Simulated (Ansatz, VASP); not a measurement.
**One calculation of Ca2SiC6, two programs**

```
CELL_PARAMETERS angstrom
6.29142 0.00000 0.00000
-3.14571 5.44853 0.00000
0.00000 0.00000 4.79729
ATOMIC_POSITIONS crystal
Ca 0.33333 0.66667 0.50000
Ca 0.66667 0.33333 0.50000
Si 0.00000 0.00000 0.00000
C 0.50000 0.00000 0.13185
C 0.00000 0.50000 0.13185
C 0.50000 0.50000 0.13185
C 0.00000 0.50000 0.86815
C 0.50000 0.00000 0.86815
C 0.50000 0.50000 0.86815
```

Alike in both runs: functional PBE; k mesh 6 × 6 × 4; occupations gaussian, width 0.1 eV; no spin polarisation.

Ansatz relaxed the structure, and its values are those at the end. VASP's run is a single point on that final structure, the one shown.

|  | VASP | Ansatz |
| --- | --- | --- |
| version | VASP 6.6.1 | Ansatz 0.2.0 |
| potentials or method | VASP PAW PBE potentials, release 64 (Ca_sv, Si, C), cutoff 520 eV | scalar-relativistic, plane waves, PAW |
| valence electrons in the cell | 48 | 48 |

|  | VASP | Ansatz | Ansatz less VASP |
| --- | --- | --- | --- |
| gap on the k mesh at the Fermi level (eV) | none | none | - |
| pressure (GPa) | 0.4 | 0.1 | -0.23 |
| rms of the force components (eV/Å) | 0.027 | 0.017 | -0.0097 |

A gap of «none» marks a metal or a gap that the smearing closes.
